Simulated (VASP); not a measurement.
Write the native input for VASP 6.6.1 that does the following.

* Task: single point
* Functional: PBE
* Potentials or basis: VASP PAW PBE potentials, release 64 (K_sv, I)
* Cutoff: 520 eV
* k mesh: 4 × 4 × 4
* Occupations: gaussian, width 0.01 eV
* Spin: no spin polarisation
* Dipole correction: no
* Further INCAR settings: ALGO = Normal; EDIFF = 1e-07; NBANDS = 15

The structure of KI lies in POSCAR:

```
KI
1.0
    0.0000000000      3.5442847980      3.5442847980
    3.5442847980      0.0000000000      3.5442847980
    3.5442847980      3.5442847980      0.0000000000
K I
1 1
Direct
    0.0000000000      0.0000000000      0.0000000000
    0.5000000000      0.5000000000      0.5000000000
```

These files were run (other wordings do the same):

INCAR

```
SYSTEM = KI
ALGO = Normal ; EDIFF = 1E-7
ENCUT = 520 ; GGA = PE
ISIF = 2 ; ISMEAR = 0
LASPH = .True. ; LCHARG = .True.
LELF = .True. ; LREAL = .False.
LVHAR = .True. ; LWAVE = .False.
NBANDS = 15 ; NELM = 60
PREC = Accurate ; SIGMA = 0.01
```

KPOINTS

```
k-points
0
Gamma
  4 4 4
  0 0 0
```

Potentials or basis: VASP PAW PBE potentials, release 64 (K_sv, I).

Run with:

```console
$ cat potpaw_PBE.64/K_sv/POTCAR potpaw_PBE.64/I/POTCAR > POTCAR
$ mpirun -np 1 vasp_std > vasp.out
```

Results of the run:

```yaml
Pressure: 0.5 GPa
Band_gap_on_the_k_mesh: 3.94 eV, direct
```

Caveat: spin-orbit coupling is left out, which moves the levels of the heavy elements.

Wall time 17 s on 1 thread of Intel(R) Xeon(R) Platinum 8488C (Sapphire Rapids), with other jobs on the host, peak memory 0.23 GiB.
